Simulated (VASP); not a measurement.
Set up this calculation in VASP 6.6.1, as the native input.

```yaml
Task: single point
Functional: PBE
Potentials_or_basis: VASP PAW PBE potentials, release 64 (Ga_d, P)
Cutoff: 520 eV
k_mesh: 8 × 8 × 8
Occupations: gaussian, width 0.025 eV
Spin: no spin polarisation
Dipole_correction: no
Further_INCAR_settings: ALGO = Normal; EDIFF = 1e-07; NBANDS = 16
```

The structure of GaP lies in POSCAR:

```
GaP
1.0
    0.0000000000      2.7252500000      2.7252500000
    2.7252500000      0.0000000000      2.7252500000
    2.7252500000      2.7252500000      0.0000000000
Ga P
1 1
Direct
    0.0000000000      0.0000000000      0.0000000000
    0.7500000000      0.7500000000      0.7500000000
```

These files were run (other wordings do the same):

INCAR

```
SYSTEM = GaP
ALGO = Normal
EDIFF = 1E-7
ENCUT = 520
GGA = PE
ISIF = 2
ISMEAR = 0
LASPH = .True.
LCHARG = .False.
LREAL = .False.
LWAVE = .False.
NBANDS = 16
NELM = 80
PREC = Accurate
SIGMA = 0.025
```

KPOINTS

```
k-points
0
Gamma
  8 8 8
  0 0 0
```

Potentials or basis: VASP PAW PBE potentials, release 64 (Ga_d, P).

Launch:

```sh
$ cat potpaw_PBE.64/Ga_d/POTCAR potpaw_PBE.64/P/POTCAR > POTCAR
$ mpirun -np 1 vasp_std > vasp.out
```

It gave:

| Property | Result |
| --- | --- |
| Pressure | 2.5 GPa |
| Band gap on the k mesh | 1.64 eV (least direct gap 1.83 eV) |

Wall time 30 s on 1 thread of AMD EPYC 7R43 64-Core Processor (Zen 3), on a shared host, peak memory 0.13 GiB.
